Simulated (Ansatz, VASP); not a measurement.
## One calculation of Al4B3P, two programs

```xyz
8
Lattice="3.7643 0.0000 0.0000 0.0000 3.7643 0.0000 0.0000 0.0000 7.7378" Properties=species:S:1:pos:R:3 pbc="T T T"
Al    0.0000    1.8822    2.0048
Al    1.8822    0.0000    2.0048
Al    0.0000    1.8822    5.7329
Al    1.8822    0.0000    5.7329
B     0.0000    0.0000    6.9251
B     0.0000    0.0000    0.8126
B     1.8822    1.8822    3.8689
P     0.0000    0.0000    3.8689
```

Alike in both runs: functional PBE; k mesh 4 × 4 × 2; occupations gaussian, width 0.2 eV; no spin polarisation.

Ansatz relaxed the structure, and its values are those at the end. VASP's run is a single point on that final structure, the one shown.

```csv
,VASP,Ansatz
version,VASP 6.6.1,Ansatz 0.2.0
potentials or method,"VASP PAW PBE potentials, release 64 (Al, B, P), cutoff 500 eV","scalar-relativistic, plane waves, PAW"
valence electrons in the cell,26,26
```

Ansatz gave:

* gap on the k mesh at the Fermi level (eV): none
* pressure (GPa): 0.2
* rms of the force components (eV/Å): 0.004

Problem. Which values does VASP return?

Solution. gap on the k mesh at the Fermi level (eV): none; pressure (GPa): 0.2; rms of the force components (eV/Å): 0.008.

A gap of «none» marks a metal or a gap that the smearing closes. The functional is the same, so the differences come from potentials, cutoffs and numerics.

The k mesh is coarse, so the values compare programs but aren't converged.
